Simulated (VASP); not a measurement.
A run of VASP 6.6.1:

POSCAR

```
BN
1.0
    2.5008381222     -0.0060020115      0.0000000000
   -1.2556169555      2.1687903504      0.0000000000
    0.0000000000      0.0000000000      6.8931397728
B N
2 2
Direct
    0.3325017823      0.6666577219      0.2500000000
    0.6674982177      0.3333422781      0.7500000000
    0.6652800069      0.3333195100      0.2500000000
    0.3347199931      0.6666804900      0.7500000000
```

Contents of INCAR.step1:

```
ALGO     = Normal         # electronic algorithm
EDIFF    = 1E-4           # SCF threshold, eV
ENCUT    = 520            # plane-wave cutoff, eV
GGA      = PE             # functional
ISMEAR   = 0              # smearing method
LASPH    = True           # aspherical terms in the spheres
LCHARG   = False          # write CHGCAR
LREAL    = False          # projectors in reciprocal space
LWAVE    = True           # write WAVECAR
NBANDS   = 16             # bands
NELM     = 100            # most SCF steps
PREC     = Accurate       # precision mode
SIGMA    = 0.01           # smearing width, eV
```

The input INCAR.step2:

```
ALGO     = Normal         # electronic algorithm
EDIFF    = 1E-6           # SCF threshold, eV
ENCUT    = 520            # plane-wave cutoff, eV
ISIF     = 2              # what is computed and relaxed
ISMEAR   = 0              # smearing method
ISTART   = 1            
LASPH    = True           # aspherical terms in the spheres
LCHARG   = True           # write CHGCAR
LELF     = True           # ELF
LMIXTAU  = True         
LREAL    = False          # projectors in reciprocal space
LVHAR    = True         
LWAVE    = False          # write WAVECAR
METAGGA  = R2SCAN         # meta-GGA
NBANDS   = 16             # bands
NELM     = 100            # most SCF steps
PREC     = Accurate       # precision mode
SIGMA    = 0.01           # smearing width, eV
```

File KPOINTS:

```
k-points
0
Gamma
  12 12 4
```

Potentials or basis: VASP PAW PBE potentials, release 64 (B, N).

Command:

```console
$ cat potpaw_PBE.64/B/POTCAR potpaw_PBE.64/N/POTCAR > POTCAR
$ cp INCAR.step1 INCAR
$ mpirun -np 1 vasp_std > vasp.out
$ cp INCAR.step2 INCAR
$ mpirun -np 1 vasp_std > vasp.out
```

Hardware: 1 thread of Intel(R) Xeon(R) Platinum 8259CL CPU @ 2.50GHz (Skylake/Cascade Lake), on a shared host.

Problem. How long does it take, and how much memory?

Solution. It took 6.5 min on 1 thread of Intel(R) Xeon(R) Platinum 8259CL CPU @ 2.50GHz (Skylake/Cascade Lake), on a shared host, peak memory 0.24 GiB. Counts: k points 222.
